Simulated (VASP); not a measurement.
Here is a VASP 6.6.1 calculation.

File INCAR:

```
ALGO = Normal ; EDIFF = 1E-6
ENCUT = 520 ; GGA = PE
ISIF = 2 ; ISMEAR = 0
LASPH = True ; LCHARG = True
LELF = True ; LREAL = False
LVHAR = True ; LWAVE = False
NBANDS = 15 ; NELM = 80
PREC = Accurate ; SIGMA = 0.1
```

File KPOINTS:

```
k-points
0
Gamma
  2 2 2
```

File POSCAR:

```
KF
1.0
    0.0173721252      2.7392740155      2.6315223171
    2.6326877267      0.0292520289      2.6196424135
    2.5971206691      2.6918270543      0.0648190864
K F
1 1
Direct
    0.0000000000      0.0000000000      0.0000000000
    0.5000000000      0.5000000000      0.5000000000
```

Potentials or basis: VASP PAW PBE potentials, release 64 (K_sv, F).

Command:

```console
$ cat potpaw_PBE.64/K_sv/POTCAR potpaw_PBE.64/F/POTCAR > POTCAR
$ mpirun -np 1 vasp_std > vasp.out
```

Question: What does it give for the pressure?

Answer: 3.5 GPa.

Question: Predict the band gap on the k mesh.

Answer: 6.33 eV, direct.

Stress tensor (GPa, compression positive):
```
 4.15  0.07 -0.31
 0.07  1.62 -0.41
-0.31 -0.41  4.60
```

Caveat: the k points lie up to 1.05 Å⁻¹ apart.
